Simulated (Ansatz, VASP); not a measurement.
## Two plane-wave programs on SnO

File INCAR:

```
SYSTEM = SnO
PREC = Accurate
ENCUT = 520
EDIFF = 1E-7
ISMEAR = 0
SIGMA = 0.05
LREAL = .FALSE.
LASPH = .TRUE.
NELM = 100
ALGO = Normal
ISIF = 2
LWAVE = .FALSE.
LCHARG = .TRUE.
GGA = PS
LELF = .TRUE.
LVHAR = .TRUE.
NBANDS = 28
```

The input KPOINTS:

```
Automatic mesh
0
G
  8 6 6
  0 0 0
```

Contents of POSCAR:

```
SnO
1.0
    3.3550050000      0.0000000000      0.0000000000
    0.0000000000      5.7592155600      0.0000000000
    0.0000000000      0.0000000000      4.2219700000
Sn O
2 2
Direct
    0.0000000000      0.2319090000      0.5131440000
    0.5000000000      0.7680910000      0.0131440000
    0.0000000000      0.8912500000      0.7368570000
    0.5000000000      0.1087500000      0.2368570000
```

Input for Ansatz:

```yaml
crystal:
  lattice:
    - [3.355005, 0.0, 0.0]
    - [0.0, 5.75921556, 0.0]
    - [0.0, 0.0, 4.22197]
  atoms:
    - { symbol: Sn, position: [0.0, 0.231909, 0.513144] }
    - { symbol: Sn, position: [0.5, 0.768091, 0.013144] }
    - { symbol: O, position: [0.0, 0.89125, 0.736857] }
    - { symbol: O, position: [0.5, 0.10875, 0.236857] }
basis:
  ecutwfc: 420
kpoints:
  mp_grid: { grid: [8, 6, 6] }
hamiltonian:
  xc: pbesol
scf:
  occupations: { method: gaussian, width: 0.05 }
output:
  forces: true
  stress: true
  eigenvalues: true
```

Change from the starting cell: strain +0.0150 x Voigt [0, 1, 0, 0, 0, 0], atoms carried along.

Alike in both runs: task single point; functional PBEsol; k mesh 8 × 6 × 6; occupations gaussian, width 0.05 eV; no spin polarisation.

```csv
,VASP,Ansatz
version,VASP 6.6.1,Ansatz 0.2.0
potentials or method,"VASP PAW PBE potentials, release 64 (Sn_d, O), cutoff 520 eV","scalar-relativistic, plane waves, PAW"
valence electrons in the cell,40,40
```

Ansatz gave:

| Property | Result |
| --- | --- |
| gap on the k mesh at the Fermi level (eV) | 1.40 |
| least direct gap on the mesh (eV) | 2.05 |
| pressure (GPa) | -4.1 |
| traceless stress, the component that is largest in VASP (GPa) | 0.66 |
| rms of the force components (eV/Å) | 0.294 |

**Question.** What did VASP give for the same quantities?

**Answer.** gap on the k mesh at the Fermi level (eV): 1.39; least direct gap on the mesh (eV): 2.04; pressure (GPa): -3.9; traceless stress, the component that is largest in VASP (GPa): 0.60; rms of the force components (eV/Å): 0.264.

VASP's potentials were made for PBE, not for PBEsol. Atom by atom the forces differ by 0.032 eV/Å (rms over components).
